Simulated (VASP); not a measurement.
Crystal: KNaF2.

```
K Na F
1.0
     1.82416    1.05318    6.07625
    -1.82416    1.05318    6.07625
     0.00000   -2.10636    6.07625
K Na F
1 1 2
Direct
  0.50000 0.50000 0.50000
  0.00000 0.00000 0.00000
  0.74047 0.74047 0.74047
  0.25953 0.25953 0.25953
```

| Property | Result |
| --- | --- |
| Program | VASP 6.6.1 |
| Task | relaxation of cell and atoms |
| Functional | PBE |
| Potentials or basis | VASP PAW PBE potentials, release 64 (K_sv, Na_pv, F) |
| Cutoff | 600 eV |
| k mesh | 9 × 9 × 9 |
| Occupations | gaussian, width 0.02 eV |
| Spin | no spin polarisation |

At the start: pressure -2.3 GPa; volume 17.51 Å³/atom.

**Question.** Where does the relaxation end?

**Answer.** Over 8 steps the energy falls by 10.2 meV/atom and the volume is 16.20 Å³/atom (-7.5 %); space group R-3m (No. 166, to 0.1 Å) before and after.

The path:
| step | energy change (eV) | largest force (eV/Å) | pressure (GPa) | volume (Å³) |
| --- | --- | --- | --- | --- |
| 1 | 0.0000 | 0.0163 | -2.30 | 70.04 |
| 2 | -0.0288 | 0.0229 | -1.30 | 67.52 |
| 3 | -0.0396 | 0.0674 | -0.10 | 65.11 |
| 4 | -0.0396 | 0.0711 | -0.03 | 64.93 |
| 5 | -0.0396 | 0.0731 | 0.04 | 64.83 |
| 6 | -0.0401 | 0.0522 | 0.07 | 64.78 |
| 7 | -0.0406 | 0.0026 | 0.07 | 64.67 |
| 8 | -0.0406 | 0.0007 | 0.02 | 64.78 |

Final structure:
```cif
data_structure
_symmetry_space_group_name_H-M 'P 1'
_symmetry_Int_Tables_number 1
_cell_length_a 6.2496
_cell_length_b 6.2496
_cell_length_c 6.2496
_cell_angle_alpha 33.097
_cell_angle_beta 33.097
_cell_angle_gamma 33.097
_cell_volume 64.78
loop_
_atom_site_label
_atom_site_type_symbol
_atom_site_fract_x
_atom_site_fract_y
_atom_site_fract_z
_atom_site_occupancy
K1 K 0.50000 0.50000 0.50000 1
Na1 Na 0.00000 0.00000 0.00000 1
F1 F 0.73976 0.73976 0.73976 1
F2 F 0.26024 0.26024 0.26024 1
```
